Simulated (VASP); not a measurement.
# Au in VASP: a series of runs

Au is run at these levels: LDA; tasks: single point.

Program: VASP 6.6.1. These are calculated values, not measurements. Logs are shortened: lines on timing, memory, paths and dates and some standing lists are left out, and cuts for length are marked.

## Step 1: The cell of the first run

The cell holds a slab with vacuum, 5 atoms: a = 2.863 Å, b = 2.863 Å, c = 24.097 Å, α = 90.00°, β = 90.00°, γ = 90.00°.

## Step 2: Single point, LDA

File INCAR:

```
SYSTEM = Au
PREC     = Accurate       ! precision mode
ENCUT    = 520            ! plane-wave cutoff, eV
EDIFF    = 1E-6           ! SCF threshold, eV
ISMEAR   = -1             ! smearing method
SIGMA    = 0.05           ! smearing width, eV
LREAL    = .False.        ! projectors in reciprocal space
LASPH    = .True.         ! aspherical terms in the spheres
NELM     = 80             ! most SCF steps
ALGO     = Normal         ! electronic algorithm
ISIF     = 2              ! what is computed and relaxed
LWAVE    = .False.        ! write WAVECAR
LCHARG   = .True.         ! write CHGCAR
LDIPOL   = .True.       
IDIPOL   = 3            
DIPOL    = 0.5 0.5 0.500
LELF     = .True.         ! ELF
LVHAR    = .True.       
LVACPOTAV= .True.       
NBANDS   = 36             ! bands
```

File KPOINTS:

```
regular mesh
0
Gamma
  11 11 1
  0 0 0
```

File POSCAR:

```
Au
1.0
    2.8626073067      0.0000000000      0.0000000000
    0.0000000000      2.8626073067      0.0000000000
    0.0000000000      0.0000000000     24.0967000000
Au
5
Direct
    0.0000000000      0.0000000000      0.3319961624
    0.5000000000      0.5000000000      0.4159980810
    0.0000000000      0.0000000000      0.5000000000
    0.5000000000      0.5000000000      0.5840019190
    0.0000000000      0.0000000000      0.6680038376
```

Potentials or basis: VASP PAW LDA potentials, release 64 (Au).

On the command line:

```console
$ cat potpaw_LDA.64/Au/POTCAR > POTCAR
$ mpirun -np 1 vasp_std > vasp.out
```

OUTCAR:

```text
SYSTEM = Au
   PREC = Accurate
   ENCUT = 520
   EDIFF = 1E-6
   ISMEAR = -1
   LREAL = .False.
   LASPH = .True.
   NELM = 80
   ISIF = 2

 ion  position               nearest neighbor table
   1  0.000  0.000  0.332-   2 2.86   2 2.86   2 2.86   2 2.86
   2  0.500  0.500  0.416-   1 2.86   1 2.86   1 2.86   1 2.86   3 2.86   3 2.86   3 2.86   3 2.86

   3  0.000  0.000  0.500-   2 2.86   4 2.86   2 2.86   4 2.86   2 2.86   4 2.86   2 2.86   4 2.86

   4  0.500  0.500  0.584-   5 2.86   5 2.86   5 2.86   5 2.86   3 2.86   3 2.86   3 2.86   3 2.86

   5  0.000  0.000  0.668-   4 2.86   4 2.86   4 2.86   4 2.86

  LATTYP: Found a simple tetragonal cell.
 ALAT       =     2.8626073067
 C/A-ratio  =     8.4177455789

  Lattice vectors:

 A1 = (   2.8626073067,   0.0000000000,   0.0000000000)
 A2 = (   0.0000000000,   2.8626073067,   0.0000000000)
 A3 = (   0.0000000000,   0.0000000000,  24.0967000000)

Analysis of symmetry for initial positions (statically):
=====================================================================
 Subroutine PRICEL returns:
 Original cell was already a primitive cell.

 Routine SETGRP: Setting up the symmetry group for a
 simple tetragonal supercell.

 Subroutine GETGRP returns: Found 16 space group operations
 (whereof 16 operations were pure point group operations)
 out of a pool of 16 trial point group operations.

The static configuration has the point symmetry D_4h.

Analysis of symmetry for dynamics (positions and initial velocities):
=====================================================================
 Subroutine PRICEL returns:
 Original cell was already a primitive cell.

 Routine SETGRP: Setting up the symmetry group for a
 simple tetragonal supercell.

 Subroutine GETGRP returns: Found 16 space group operations
 (whereof 16 operations were pure point group operations)
 out of a pool of 16 trial point group operations.

The dynamic configuration has the point symmetry D_4h.

 Subroutine INISYM returns: Found 16 space group operations
 (whereof 16 operations are pure point group operations),
 and found     1 'primitive' translations

----------------------------------------------------------------------------------------

                                     Primitive cell

  volume of cell :     197.4609

  direct lattice vectors                    reciprocal lattice vectors
     2.862607307  0.000000000  0.000000000     0.349331883  0.000000000  0.000000000
     0.000000000  2.862607307  0.000000000     0.000000000  0.349331883  0.000000000
     0.000000000  0.000000000 24.096700000     0.000000000  0.000000000  0.041499458

  length of vectors
     2.862607307  2.862607307 24.096700000     0.349331883  0.349331883  0.041499458

  position of ions in fractional coordinates (direct lattice)
     0.000000000  0.000000000  0.331996162
     0.500000000  0.500000000  0.415998081
     0.000000000  0.000000000  0.500000000
     0.500000000  0.500000000  0.584001919
     0.000000000  0.000000000  0.668003838

  ion indices of the primitive-cell ions
   primitive index   ion index
                 1           1
                 2           2
                 3           3
                 4           4
                 5           5

----------------------------------------------------------------------------------------

 KPOINTS: regular mesh

Automatic generation of k-mesh.
 Grid dimensions read from file:
 generate k-points for:   11   11    1

 Generating k-lattice:

  Cartesian coordinates                     Fractional coordinates (reciprocal lattice)
     0.031757444  0.000000000  0.000000000     0.090909091  0.000000000  0.000000000
     0.000000000  0.031757444  0.000000000     0.000000000  0.090909091  0.000000000
     0.000000000  0.000000000  0.041499458     0.000000000  0.000000000  1.000000000

  Length of vectors
     0.031757444  0.031757444  0.041499458

  Shift w.r.t. Gamma in fractional coordinates (k-lattice)
     0.000000000  0.000000000  0.000000000

 Subroutine IBZKPT returns following result:
 ===========================================

 Found     21 irreducible k-points:

 Following reciprocal coordinates:
            Coordinates               Weight
  0.000000  0.000000  0.000000      1.000000
  0.090909  0.000000  0.000000      4.000000
  0.181818  0.000000  0.000000      4.000000
  0.272727  0.000000  0.000000      4.000000
  0.363636  0.000000  0.000000      4.000000
  0.454545  0.000000  0.000000      4.000000
[... 13 lines left out ...]
  0.454545  0.363636  0.000000      8.000000
  0.454545  0.454545  0.000000      4.000000
   k-points           NKPTS =     21   k-points in BZ     NKDIM =     21   number of bands    NBANDS=     36
   number of dos      NEDOS =    301   number of ions     NIONS =      5
   total plane-waves  NPLWV = 103680
   dimension x,y,z NGX =    24 NGY =   24 NGZ =  180
   dimension x,y,z NGXF=    48 NGYF=   48 NGZF=  360
   ions per type =               5
   NGX,Y,Z   is equivalent  to a cutoff of  13.94, 13.94, 12.42 a.u.
   NGXF,Y,Z  is equivalent  to a cutoff of  27.88, 27.88, 24.84 a.u.
 SYSTEM =  Au
   PREC   = accura    normal or accurate (medium, high low for compatibility)
   ISTART =      0    job   : 0-new  1-cont  2-samecut
   ICHARG =      2    charge: 1-file 2-atom 10-const
   ISPIN  =      1    spin polarized calculation?
   LNONCOLLINEAR =      F non collinear calculations
   LSORBIT =      F    spin-orbit coupling
   LASPH  =      T    aspherical Exc in radial PAW
   ENCUT  =  520.0 eV  38.22 Ry    6.18 a.u.   5.32  5.32 44.80*2*pi/ulx,y,z
   NELM   =     80;   NELMIN=  2; NELMDL= -5     # of ELM steps
   EDIFF  = 0.1E-05   stopping-criterion for ELM
   LREAL  =      F    real-space projection
   EDIFFG = 0.1E-04   stopping-criterion for IOM
   NSW    =      0    number of steps for IOM
   IBRION =     -1    ionic relax: 0-MD 1-quasi-New 2-CG
   NFREE  =      0    steps in history (QN), initial steepest desc. (CG)
   ISIF   =      2    stress and relaxation
   ISYM   =      2    0-nonsym 1-usesym 2-fastsym
   POTIM  = 0.5000    time-step for ionic-motion
   TEBEG  =    0.0;   TEEND  =   0.0 temperature during run
   PSTRESS=    0.0 pullay stress
   NELECT =      55.0000    total number of electrons
   NUPDOWN=      -1.0000    fix difference up-down
   EMIN   =  10.00;   EMAX   =-10.00  energy-range for DOS
   EFERMI =   0.00;   METHOD = LEGACY
   ISMEAR =    -1;   SIGMA  =   0.05  broadening in eV -4-tet -1-fermi 0-gaus
   EFERMI_NEDOS =   21; number of points for ismear=-14 and -15
   IALGO  =     38    algorithm
   IMIX   =      4    mixing-type and parameters
     AMIX     =   0.40;   BMIX     =  1.00
     AMIX_MAG =   1.60;   BMIX_MAG =  1.00
  volume/ion in A,a.u.               =      39.49       266.51
  Fermi-wavevector in a.u.,A,eV,Ry     =   1.069142  2.020385 15.552336  1.143064
  Thomas-Fermi vector in A             =   2.204812
   LORBIT       =      0    0 simple, 1 ext, 2 COOP (PROOUT), +10 PAW based schemes
   GGA     = CA    functional components
   LHFCALC =     F    Hartree Fock is set to
   AEXX    =    0.0000 exact exchange contribution
   IVDW    =     0    specifies the selected vdW correction
   LEPSILON=     F    determine dielectric tensor
   LRPA    =     F    only Hartree local field effects (RPA)
 non-spin polarized calculation
  energy-cutoff  :      520.00
  volume of cell :      197.46
 maximum number of plane-waves:      5364
 NGX is ok and might be reduce to    24
   NGX = 11   NGY = 11   NGZ = 89

 dipolmoment           0.000000      0.000000      0.000000 electrons x Angstroem

 number of electron      55.0000008 magnetization

 dipolmoment           0.000000      0.000000     -0.000000 electrons x Angstroem

 Free energy of the ion-electron system (eV)
  ---------------------------------------------------
  ext. energy  EPLUGINS =         0.00000000
  ---------------------------------------------------
  free energy    TOTEN  =       -20.84974324 eV

  energy without entropy =      -20.83793210  energy(sigma->0) =      -20.84383767

 E-fermi :   0.8644     XC(G=0):  -6.2796

 val. band max:        0.7887469150   @ k =   0.1818   0.1818   0.0000
 cond. band min:       0.9515113710   @ k =   0.4545   0.1818   0.0000
 fundamental gap:      0.1627644559
 Fermi energy:         0.8644152183

 k-point     1 :       0.0000    0.0000    0.0000
  band No.  band energies     occupation
      1      -8.8401      2.00000
      2      -7.6566      2.00000
      3      -6.4296      2.00000
      4      -5.9357      2.00000
      5      -5.9130      2.00000
      6      -5.7120      2.00000
[... 28 lines left out ...]
     35       8.5723      0.00000
     36       9.0273      0.00000

 k-point     2 :       0.0909    0.0000    0.0000
  band No.  band energies     occupation
      1      -8.6510      2.00000
      2      -7.4917      2.00000
      3      -6.2942      2.00000
      4      -5.8214      2.00000
      5      -5.7837      2.00000
      6      -5.5841      2.00000
[... 28 lines left out ...]
     35       8.7083      0.00000
     36       8.8834      0.00000

 k-point     3 :       0.1818    0.0000    0.0000
  band No.  band energies     occupation
      1      -8.1184      2.00000
      2      -7.0766      2.00000
      3      -6.0525      2.00000
      4      -5.5802      2.00000
      5      -5.4156      2.00000
      6      -5.3792      2.00000
[... 28 lines left out ...]
     35       8.1496      0.00000
     36       8.8875      0.00000

 k-point     4 :       0.2727    0.0000    0.0000
  band No.  band energies     occupation
      1      -7.3614      2.00000
      2      -6.6577      2.00000
      3      -5.9557      2.00000
      4      -5.3766      2.00000
      5      -5.3190      2.00000
      6      -4.7735      2.00000
[... 28 lines left out ...]
     35       8.0140      0.00000
     36       8.4175      0.00000

 k-point     5 :       0.3636    0.0000    0.0000
  band No.  band energies     occupation
      1      -6.6517      2.00000
      2      -6.4576      2.00000
      3      -5.9587      2.00000
      4      -5.3494      2.00000
      5      -5.1188      2.00000
      6      -4.3402      2.00000
[... 538 lines left out ...]
 k-point    19 :       0.3636    0.3636    0.0000
  band No.  band energies     occupation
      1      -5.8740      2.00000
      2      -5.6445      2.00000
      3      -5.5219      2.00000
      4      -5.5108      2.00000
      5      -5.0866      2.00000
      6      -4.9252      2.00000
[... 28 lines left out ...]
     35       8.5340      0.00000
     36       8.7643      0.00000

 k-point    20 :       0.4545    0.3636    0.0000
  band No.  band energies     occupation
      1      -5.9304      2.00000
      2      -5.8502      2.00000
      3      -5.6742      2.00000
      4      -5.6562      2.00000
      5      -5.2500      2.00000
      6      -5.0578      2.00000
[... 28 lines left out ...]
     35       8.5099      0.00000
     36       9.4573      0.00000

 k-point    21 :       0.4545    0.4545    0.0000
  band No.  band energies     occupation
      1      -6.0986      2.00000
      2      -6.0413      2.00000
      3      -5.7857      2.00000
      4      -5.7804      2.00000
      5      -5.4947      2.00000
      6      -5.0001      2.00000
[... 28 lines left out ...]
     35       7.4344      0.00000
     36       7.9065      0.00000

------------------------ aborting loop because EDIFF is reached ----------------------------------------

  FORCE on cell =-STRESS in cart. coord.  units (eV):
  Direction    XX          YY          ZZ          XY          YZ          ZX
  --------------------------------------------------------------------------------------
  -------------------------------------------------------------------------------------
  Total       -3.3228552     -3.3228552     -0.6430288      0.0000000      0.0000000     -0.0000000
  in kB      -26.9613034    -26.9613034     -5.2174689      0.0000000      0.0000000     -0.0000000
  external PRESSURE =     -19.7133586 kB  Pullay stress =       0.0000000 kB

 VOLUME and BASIS-vectors are now :
 -----------------------------------------------------------------------------
  energy-cutoff  :      520.00
  volume of cell :      197.46
      direct lattice vectors                 reciprocal lattice vectors
     2.862607307  0.000000000  0.000000000     0.349331883  0.000000000  0.000000000
     0.000000000  2.862607307  0.000000000     0.000000000  0.349331883  0.000000000
     0.000000000  0.000000000 24.096700000     0.000000000  0.000000000  0.041499458

 POSITION                                       TOTAL-FORCE (eV/Angst)
 -----------------------------------------------------------------------------------
      0.00000      0.00000      8.00001         0.000000     -0.000000      0.139377
      1.43130      1.43130     10.02418         0.000000      0.000000     -0.135448
      0.00000      0.00000     12.04835         0.000000     -0.000000      0.000000
      1.43130      1.43130     14.07252         0.000000     -0.000000      0.135448
      0.00000      0.00000     16.09669        -0.000000      0.000000     -0.139377
 -----------------------------------------------------------------------------------
    total drift:                                0.000000     -0.000000      0.000000

  FREE ENERGIE OF THE ION-ELECTRON SYSTEM (eV)
  ---------------------------------------------------
  free  energy   TOTEN  =       -20.8497432385 eV

  energy  without entropy=      -20.8379321007  energy(sigma->0) =      -20.84383767

 vacuum level on the upper side and lower side of the slab         6.321         6.321
```

Wall time 4.8 min (1 thread of Intel Xeon 8259CL, shared host); peak memory 0.3 GiB.

What came out:

```
Free energy            : -20.8497 eV
Largest force          : 0.139 eV/Å
Band gap on the k mesh : zero (an odd number of electrons rules out a gap without spin polarisation)
```

Forces in eV/Å, atoms in the order of the input:
```
Au   0.000  0.000  0.139
Au   0.000  0.000 -0.135
Au   0.000  0.000  0.000
Au   0.000  0.000  0.135
Au   0.000  0.000 -0.139
```

Caveat: spin-orbit coupling is left out, which moves the levels of the heavy elements.

## Step 3: Single point, LDA

File INCAR:

```
SYSTEM = Au
ALGO = Normal
DIPOL = 0.5 0.5 0.500
EDIFF = 1E-6
ENCUT = 520
IDIPOL = 3
ISIF = 2
ISMEAR = -1
LASPH = .TRUE.
LCHARG = .FALSE.
LDIPOL = .TRUE.
LREAL = .FALSE.
LWAVE = .FALSE.
NBANDS = 36
NELM = 80
PREC = Accurate
SIGMA = 0.05
```

File KPOINTS:

```
k-points
0
G
  11 11 1
  0 0 0
```

File POSCAR:

```
Au
1.0
    2.8626073067      0.0000000000      0.0000000000
    0.0000000000      2.8626073067      0.0000000000
    0.0000000000      0.0000000000     24.0967000000
Au
5
Direct
    0.0000000000      0.0000000000      0.3336327070
    0.5000000000      0.5000000000      0.4161763430
    0.0000000000      0.0000000000      0.5000000004
    0.5000000000      0.5000000000      0.5838236569
    0.0000000000      0.0000000000      0.6663672928
```

Potentials or basis: VASP PAW LDA potentials, release 64 (Au).

On the command line:

```console
$ cat potpaw_LDA.64/Au/POTCAR > POTCAR
$ mpirun -np 1 vasp_std > vasp.out
```

Run time: 4.8 min. Hardware: 1 thread of Intel Xeon 8259CL, shared host; peak memory 0.31 GiB.

Results (log left out):

```
Free energy            : -20.8536 eV
Largest force          : 0.030 eV/Å
Band gap on the k mesh : zero (an odd number of electrons rules out a gap without spin polarisation)
```

Forces in eV/Å, atoms in the order of the input:
```
Au   0.000  0.000 -0.030
Au   0.000  0.000 -0.004
Au   0.000  0.000  0.000
Au   0.000  0.000  0.004
Au   0.000  0.000  0.030
```

Levels at points of the mesh, in eV from the Fermi level:
```csv
k point,band 25,band 26,band 27,band 28,band 29,band 30,band 31,band 32
"(0.00, 0.00, 0.00)",-2.17,-1.90,-1.83,-1.68,-1.68,-0.07,1.29,5.17
```

Caveat: spin-orbit coupling is left out, which moves the levels of the heavy elements.

## Step 4: Single point, LDA

File INCAR:

```
ALGO = Normal ; DIPOL = 0.5 0.5 0.500
EDIFF = 1E-7 ; ENCUT = 520
IDIPOL = 3 ; ISIF = 2
ISMEAR = -1 ; LASPH = True
LCHARG = False ; LDIPOL = True
LREAL = False ; LWAVE = False
NBANDS = 36 ; NELM = 100
PREC = Accurate ; SIGMA = 0.05
```

File KPOINTS:

```
k-points
0
Gamma
  11 11 1
```

POSCAR is that of step 3.

On the command line:

```console
$ cat potpaw_LDA.64/Au/POTCAR > POTCAR
$ mpirun -np 1 vasp_std > vasp.out
```

Wall time 5.1 min (1 thread of Intel Xeon 8259CL, shared host); peak memory 0.31 GiB.

The run converged. Its results:

```
Free energy            : -20.8536 eV
Largest force          : 0.030 eV/Å
Band gap on the k mesh : zero (an odd number of electrons rules out a gap without spin polarisation)
```

Forces in eV/Å, atoms in the order of the input:
```
Au   0.000  0.000 -0.030
Au   0.000  0.000 -0.004
Au   0.000  0.000  0.000
Au   0.000  0.000  0.004
Au   0.000  0.000  0.030
```

Levels at points of the mesh, in eV from the Fermi level:
| k point | band 24 | band 25 | band 26 | band 27 | band 28 | band 29 | band 30 | band 31 | band 32 | band 33 |
| --- | --- | --- | --- | --- | --- | --- | --- | --- | --- | --- |
| (0.00, 0.00, 0.00) | -2.17 | -2.17 | -1.90 | -1.83 | -1.68 | -1.68 | -0.07 | 1.29 | 5.17 | 5.54 |

Caveat: spin-orbit coupling is left out, which moves the levels of the heavy elements.

[end of part 1 of 2]

The gap in the log of VASP goes by the Fermi energy; the results here count the filled bands.